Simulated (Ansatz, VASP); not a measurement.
One calculation of Os, two programs

```
Os
1.0
     4.64430   -2.75356    1.09860
     4.64430    2.75356    1.09860
    -0.99911    0.00000    4.22731
Os
8
Direct
  0.83330 0.83330 0.24996
  0.16670 0.16670 0.75004
  0.33332 0.33332 0.24999
  0.66668 0.66668 0.75001
  0.83331 0.33329 0.24997
  0.66671 0.16669 0.75003
  0.16669 0.66671 0.75003
  0.33329 0.83331 0.24997
```

Alike in both runs: functional PBE; k mesh 4 × 4 × 4; occupations gaussian, width 0.1 eV; no spin polarisation.

Ansatz relaxed the structure, and its values are those at the end. VASP's run is a single point on that final structure, the one shown.

|  | VASP | Ansatz |
| --- | --- | --- |
| version | VASP 6.6.1 | Ansatz 0.2.0 |
| potentials or method | VASP PAW PBE potentials, release 64 (Os), cutoff 520 eV | scalar-relativistic, plane waves, PAW |
| valence electrons in the cell | 64 | 128 |

```csv
,VASP,Ansatz,Ansatz less VASP
gap on the k mesh at the Fermi level (eV),none,none,-
pressure (GPa),-0.3,-0.1,+0.17
rms of the force components (eV/Å),0.003,0.003,-0.0001
```

A gap of «none» marks a metal or a gap that the smearing closes. VASP's potentials hold 64 valence electrons a cell and Ansatz's 128, so a difference there can come from the potentials and not from the codes.

The k mesh is coarse, so the values compare programs but aren't converged. Neither program's run includes spin-orbit coupling.
